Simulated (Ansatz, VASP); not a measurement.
## SnO in VASP and in Ansatz

Contents of POSCAR:

```
SnO
1.0
    3.3550050000      0.0000000000      0.0000000000
    0.0000000000      5.7308450400      0.0000000000
    0.0000000000      0.0000000000      4.2219700000
Sn O
2 2
Direct
    0.0000000000      0.2319090000      0.5131440000
    0.5000000000      0.7680910000      0.0131440000
    0.0000000000      0.8912500000      0.7368570000
    0.5000000000      0.1087500000      0.2368570000
```

INCAR.step1

```
SYSTEM = SnO
ALGO     = Normal         ! electronic algorithm
EDIFF    = 1E-4           ! SCF threshold, eV
ENCUT    = 520            ! plane-wave cutoff, eV
GGA      = PE             ! functional
ISMEAR   = 0              ! smearing method
LASPH    = .TRUE.         ! aspherical terms in the spheres
LCHARG   = .FALSE.        ! write CHGCAR
LREAL    = .FALSE.        ! projectors in reciprocal space
LWAVE    = .TRUE.         ! write WAVECAR
NBANDS   = 28             ! bands
NELM     = 100            ! most SCF steps
PREC     = Accurate       ! precision mode
SIGMA    = 0.05           ! smearing width, eV
```

Contents of INCAR.step2:

```
SYSTEM = SnO
ALGO     = Normal         ! electronic algorithm
EDIFF    = 1E-6           ! SCF threshold, eV
ENCUT    = 520            ! plane-wave cutoff, eV
ISIF     = 2              ! what is computed and relaxed
ISMEAR   = 0              ! smearing method
ISTART   = 1            
LASPH    = .TRUE.         ! aspherical terms in the spheres
LCHARG   = .FALSE.        ! write CHGCAR
LMIXTAU  = .TRUE.       
LREAL    = .FALSE.        ! projectors in reciprocal space
LWAVE    = .FALSE.        ! write WAVECAR
METAGGA  = R2SCAN         ! meta-GGA
NBANDS   = 28             ! bands
NELM     = 100            ! most SCF steps
PREC     = Accurate       ! precision mode
SIGMA    = 0.05           ! smearing width, eV
```

Contents of KPOINTS:

```
k-points
0
G
  8 6 6
  0 0 0
```

Input for Ansatz:

```yaml
crystal:
  lattice:
    - [3.355005, 0.0, 0.0]
    - [0.0, 5.73084504, 0.0]
    - [0.0, 0.0, 4.22197]
  atoms:
    - { symbol: Sn, position: [0.0, 0.231909, 0.513144] }
    - { symbol: Sn, position: [0.5, 0.768091, 0.013144] }
    - { symbol: O, position: [0.0, 0.89125, 0.736857] }
    - { symbol: O, position: [0.5, 0.10875, 0.236857] }
basis:
  ecutwfc: 500
kpoints:
  mp_grid: { grid: [8, 6, 6] }
hamiltonian:
  xc: r2scan
scf:
  occupations: { method: gaussian, width: 0.05 }
output:
  forces: true
  stress: true
  eigenvalues: true
```

Change from the starting cell: strain +0.0100 x Voigt [0, 1, 0, 0, 0, 0], atoms carried along.

Alike in both runs: task single point; functional r2SCAN; k mesh 8 × 6 × 6; occupations gaussian, width 0.05 eV; no spin polarisation.

```csv
,VASP,Ansatz
version,VASP 6.6.1,Ansatz 0.2.0
potentials or method,"VASP PAW PBE potentials, release 64 (Sn_d, O), cutoff 520 eV","scalar-relativistic, plane waves, PAW"
valence electrons in the cell,40,40
```

```tsv
	VASP	Ansatz	Ansatz less VASP
gap on the k mesh at the Fermi level (eV)	1.74	1.76	+0.014
least direct gap on the mesh (eV)	2.39	2.40	+0.014
pressure (GPa)	-3.4	-3.8	-0.41
traceless stress, the component that is largest in VASP (GPa)	-0.52	-0.62	-0.094
rms of the force components (eV/Å)	0.306	0.356	+0.0496
```

VASP's potentials were made for PBE, not for r2SCAN. Atom by atom the forces differ by 0.053 eV/Å (rms over components).
